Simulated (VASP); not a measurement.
Crystal: BeNi.

```
Be Ni
1.0
     2.58700    0.00000    0.00000
     0.00000    2.58700    0.00000
     0.00000    0.00000    2.58700
Be Ni
1 1
Direct
  0.00000 0.00000 0.00000
  0.50000 0.50000 0.50000
```

Program: VASP 6.6.1. Alike in all runs: task single point; level LDA; potentials or basis VASP PAW LDA potentials, release 64 (Be, Ni); spin collinear, ferromagnetic start; cell as given; cutoff (eV) 520; smearing fermi-dirac 0.15 eV.

Question: Order these runs on this cell by their pressure, lowest first.
A. k mesh 3 × 3 × 3
B. k mesh 11 × 11 × 11
C. k mesh 4 × 4 × 4

Answer: A (-8.9 GPa), B (-6.6 GPa), C (-4.8 GPa).

Caveats: some runs use coarse meshes.
